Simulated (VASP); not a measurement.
Set up this calculation in VASP 6.6.1, as the native input.

```yaml
Task: single point
Functional: PBE
Dispersion: D3(BJ)
Potentials_or_basis: VASP PAW PBE potentials, release 64 (C)
Cutoff: 520 eV
k_mesh: 15 × 15 × 15
Occupations: gaussian, width 0.05 eV
Spin: no spin polarisation
Dipole_correction: no
Further_INCAR_settings: ALGO = Normal; EDIFF = 1e-07; NBANDS = 11
```

The structure of C lies in POSCAR:

```
C
1.0
    1.2633109298      0.7293729054      3.4454225316
   -1.2633109298      0.7293729054      3.4454225316
    0.0000000000     -1.4587458108      3.4454225316
C
2
Direct
    0.1628273003      0.1628273003      0.1628273003
    0.8371726997      0.8371726997      0.8371726997
```

These files were run (other wordings do the same):

INCAR

```
ALGO = Normal ; EDIFF = 1E-7
ENCUT = 520 ; GGA = PE
ISIF = 2 ; ISMEAR = 0
IVDW = 12 ; LASPH = T
LCHARG = F ; LREAL = F
LWAVE = F ; NBANDS = 11
NELM = 60 ; PREC = Accurate
SIGMA = 0.05
```

KPOINTS

```
k-points
0
Gamma
  15 15 15
```

Potentials or basis: VASP PAW PBE potentials, release 64 (C).

The run is started by

```sh
$ cat potpaw_PBE.64/C/POTCAR > POTCAR
$ mpirun -np 1 vasp_std > vasp.out
```

Results of the run:

The pressure is -18.6 GPa and the largest force is 1.288 eV/Å. The band gap on the k mesh is 0.70 eV, direct. The dispersion energy per atom is -0.148 eV.

Caveat: forces of over 1 eV/Å act on the atoms, so gaps and moduli don't describe the material at rest.

Run time: 54 s on 1 thread of Intel(R) Xeon(R) Platinum 8488C (Sapphire Rapids), on a shared host, peak memory 0.2 GiB.
